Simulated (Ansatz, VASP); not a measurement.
**One calculation of MgS, two programs**

```xyz
2
Lattice="0.0000 2.5727 2.5727 2.5727 0.0000 2.5727 2.5727 2.5727 0.0000" Properties=species:S:1:pos:R:3 pbc="T T T"
Mg    0.0000    0.0000    0.0000
S     2.5727    2.5727    2.5727
```

Alike in both runs: task single point; functional PBEsol; k mesh 6 × 6 × 6; occupations gaussian, width 0.1 eV; no spin polarisation.

|  | VASP | Ansatz |
| --- | --- | --- |
| version | VASP 6.6.1 | Ansatz 0.2.0 |
| potentials or method | VASP PAW PBE potentials, release 64 (Mg, S), cutoff 600 eV | scalar-relativistic, plane waves, PAW |
| valence electrons in the cell | 8 | 16 |

```tsv
	VASP	Ansatz	Ansatz less VASP
gap on the k mesh at the Fermi level (eV)	2.77	2.77	-0.004
least direct gap on the mesh (eV)	3.86	3.86	-0.001
pressure (GPa)	1.6	1.8	+0.19
```

VASP's potentials were made for PBE, not for PBEsol. VASP's potentials hold 8 valence electrons a cell and Ansatz's 16, so a difference there can come from the potentials and not from the codes.
